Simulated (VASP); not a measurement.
## CoSi2: single point with PBE

CoSi2:

```
CELL_PARAMETERS angstrom
0.00000 2.67800 2.67800
2.67800 0.00000 2.67800
2.67800 2.67800 0.00000
ATOMIC_POSITIONS crystal
Co 0.00000 0.00000 0.00000
Si 0.75000 0.75000 0.75000
Si 0.25000 0.25000 0.25000
```

```
Program             : VASP 6.6.1
Task                : single point
Functional          : PBE
Potentials or basis : VASP PAW PBE potentials, release 64 (Co_sv, Si)
Cutoff              : 600 eV
k mesh              : 7 × 7 × 7
Occupations         : fermi-dirac, width 0.05 eV
Spin                : collinear spin, ferromagnetic start
Starting moments    : [2.5, 0.0, 0.0] μB
Fixed moment        : 2.5 μB
```

* Pressure: 18.8 GPa
* Net moment: 2.50 μB per cell
* Site moments: Co +1.38; Si +0.21 μB
* Valence electrons inside the program's atomic spheres: Co 15.26; Si 1.64

It took 30 s on 1 thread of Intel(R) Xeon(R) Platinum 8559C (Emerald Rapids) (shared host), peak memory 0.2 GiB.

Caveat: the total moment is fixed, so each spin has its own Fermi level.
